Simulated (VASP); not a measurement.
A run of VASP 6.6.1:

Contents of INCAR:

```
SYSTEM = GaP
ALGO = Normal
EDIFF = 1E-7
EDIFFG = -0.02
ENCUT = 600
GGA = PE
IBRION = 2
ISIF = 3
ISMEAR = 0
IVDW = 12
LASPH = .True.
LCHARG = .False.
LREAL = .False.
LWAVE = .False.
NELM = 100
NSW = 80
PREC = Accurate
SIGMA = 0.01
```

The input KPOINTS:

```
k-points
0
Gamma
  6 6 6
  0 0 0
```

Contents of POSCAR:

```
GaP
1.0
    0.0000000000      2.7252500000      2.7252500000
    2.7252500000      0.0000000000      2.7252500000
    2.7252500000      2.7252500000      0.0000000000
Ga P
1 1
Direct
    0.0000000000      0.0000000000      0.0000000000
    0.2500000000      0.2500000000      0.2500000000
```

Potentials or basis: VASP PAW PBE potentials, release 64 (Ga_d, P).

Run with:

```console
$ cat potpaw_PBE.64/Ga_d/POTCAR potpaw_PBE.64/P/POTCAR > POTCAR
$ mpirun -np 1 vasp_std > vasp.out
```

Hardware: 1 thread of AMD EPYC 7R13 Processor (Zen 3) (shared host).

**Question.** Estimate the wall time of this run.

**Answer.** It took 16 s on 1 thread of AMD EPYC 7R13 Processor (Zen 3), on a shared host, peak memory 0.16 GiB. Counts: scf iterations 20, k points 16, ion steps 2.
